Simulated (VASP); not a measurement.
A run of VASP 6.6.1:

Contents of INCAR:

```
PREC = Accurate
ENCUT = 520
EDIFF = 1E-8
ISMEAR = -1
SIGMA = 0.03
LREAL = F
LASPH = T
NELM = 60
ALGO = Normal
ISIF = 2
LWAVE = F
LCHARG = F
GGA = PS
LEFG = T
NBANDS = 25
```

The input KPOINTS:

```
regular mesh
0
Gamma
  6 6 9
```

POSCAR

```
SiO2
1.0
    4.1661196280      0.0000000000      0.0000000000
    0.0000000000      4.1661196280      0.0000000000
    0.0000000000      0.0000000000      2.6588775253
Si O
2 4
Direct
    0.0000000000      0.0000000000      0.0000000000
    0.5000000000      0.5000000000      0.5000000000
    0.3067000000      0.3067000000      0.0000000000
    0.1933000000      0.8067000000      0.5000000000
    0.6933000000      0.6933000000      0.0000000000
    0.8067000000      0.1933000000      0.5000000000
```

Potentials or basis: VASP PAW PBE potentials, release 64 (Si, O).

Command:

```console
$ cat potpaw_PBE.64/Si/POTCAR potpaw_PBE.64/O/POTCAR > POTCAR
$ mpirun -np 1 vasp_std > vasp.out
```

Hardware: 1 thread of Intel(R) Xeon(R) Platinum 8259CL CPU @ 2.50GHz (Skylake/Cascade Lake), with other jobs on the host.

Problem. Estimate the wall time of this run.

Solution. It took 38 s on 1 thread of Intel(R) Xeon(R) Platinum 8259CL CPU @ 2.50GHz (Skylake/Cascade Lake) (shared host), peak memory 0.17 GiB. Counts: scf iterations 15, k points 50.
